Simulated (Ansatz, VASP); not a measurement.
Si3Ge5: VASP beside Ansatz

File INCAR:

```
PREC = Accurate
ENCUT = 520
EDIFF = 1E-7
ISMEAR = 0
SIGMA = 0.01
LREAL = Auto
LASPH = True
NELM = 60
ALGO = Normal
ISIF = 2
LWAVE = False
LCHARG = True
GGA = PS
LELF = True
LVHAR = True
NBANDS = 96
```

KPOINTS

```
Automatic mesh
0
Gamma
  2 2 2
```

File POSCAR:

```
Si3Ge5
1.0
   -0.0000241754     -0.0006958631     -6.4824698972
   -3.9245258230     -6.7967037086     -0.0007447391
   -3.9246155911      6.7967555363      0.0007154505
Ge Si
10 6
Direct
    0.9414440880      0.1651302710      0.8325315963
    0.9406305792      0.1711199205      0.3356635749
    0.9332313024      0.6651267641      0.8278794806
    0.4323085251      0.3348722058      0.1668698930
    0.4322939269      0.3381291947      0.6694581530
    0.4406151798      0.8299002234      0.1626780578
    0.5611108300      0.1618851507      0.8308460286
    0.5619730435      0.1677692438      0.3339053273
    0.5691746861      0.6684488345      0.3390019391
    0.0613763360      0.8300504631      0.1672357310
    0.9418063868      0.6653778249      0.3369264615
    0.4340127902      0.8306792900      0.6676566151
    0.5606214020      0.6684149891      0.8299590324
    0.0608354985      0.3377613424      0.1685127731
    0.0608302389      0.3347413519      0.6678278699
    0.0677351865      0.8305929300      0.6630474665
```

Input for Ansatz:

```yaml
crystal:
  lattice:
    - [-2.41754e-05, -0.0006958631, -6.4824698972]
    - [-3.924525823, -6.7967037086, -0.0007447391]
    - [-3.9246155911, 6.7967555363, 0.0007154505]
  atoms:
    - { symbol: Ge, position: [0.941444088, 0.165130271, 0.8325315963] }
    - { symbol: Ge, position: [0.9406305792, 0.1711199205, 0.3356635749] }
    - { symbol: Ge, position: [0.9332313024, 0.6651267641, 0.8278794806] }
    - { symbol: Si, position: [0.9418063868, 0.6653778249, 0.3369264615] }
    - { symbol: Ge, position: [0.4323085251, 0.3348722058, 0.166869893] }
    - { symbol: Ge, position: [0.4322939269, 0.3381291947, 0.669458153] }
    - { symbol: Ge, position: [0.4406151798, 0.8299002234, 0.1626780578] }
    - { symbol: Si, position: [0.4340127902, 0.83067929, 0.6676566151] }
    - { symbol: Ge, position: [0.56111083, 0.1618851507, 0.8308460286] }
    - { symbol: Ge, position: [0.5619730435, 0.1677692438, 0.3339053273] }
    - { symbol: Si, position: [0.560621402, 0.6684149891, 0.8299590324] }
    - { symbol: Ge, position: [0.5691746861, 0.6684488345, 0.3390019391] }
    - { symbol: Si, position: [0.0608354985, 0.3377613424, 0.1685127731] }
    - { symbol: Si, position: [0.0608302389, 0.3347413519, 0.6678278699] }
    - { symbol: Ge, position: [0.061376336, 0.8300504631, 0.167235731] }
    - { symbol: Si, position: [0.0677351865, 0.83059293, 0.6630474665] }
basis:
  ecutwfc: 420
kpoints:
  mp_grid: { grid: [2, 2, 2] }
  band_path:
    path: [[0.0, 0.0, 0.0], [0.385417, -0.013021, 0.015625]]
    npoints: 1
hamiltonian:
  xc: pbesol
scf:
  occupations: { method: gaussian, width: 0.01 }
  n_extra_bands: 11
output:
  forces: true
  stress: true
  eigenvalues: true
```

Alike in both runs: task single point; functional PBEsol; k mesh 2 × 2 × 2; occupations gaussian, width 0.01 eV; no spin polarisation.

|  | VASP | Ansatz |
| --- | --- | --- |
| version | VASP 6.6.1 | Ansatz 0.2.0 |
| potentials or method | VASP PAW PBE potentials, release 64 (Ge_d, Si), cutoff 520 eV | scalar-relativistic, plane waves, PAW |
| valence electrons in the cell | 164 | 164 |

|  | VASP | Ansatz | Ansatz less VASP |
| --- | --- | --- | --- |
| gap on the k mesh at the Fermi level (eV) | 0.12 | 0.12 | -0.001 |
| least direct gap on the mesh (eV) | 0.12 | 0.12 | -0.001 |
| pressure (GPa) | 0.1 | 0.1 | +0.04 |
| rms of the force components (eV/Å) | 0.038 | 0.038 | +0.0003 |

VASP's potentials were made for PBE, not for PBEsol. With one functional, cell and mesh, what is left measures potentials, basis and numerics.

The k mesh is coarse, so the values compare programs but aren't converged.
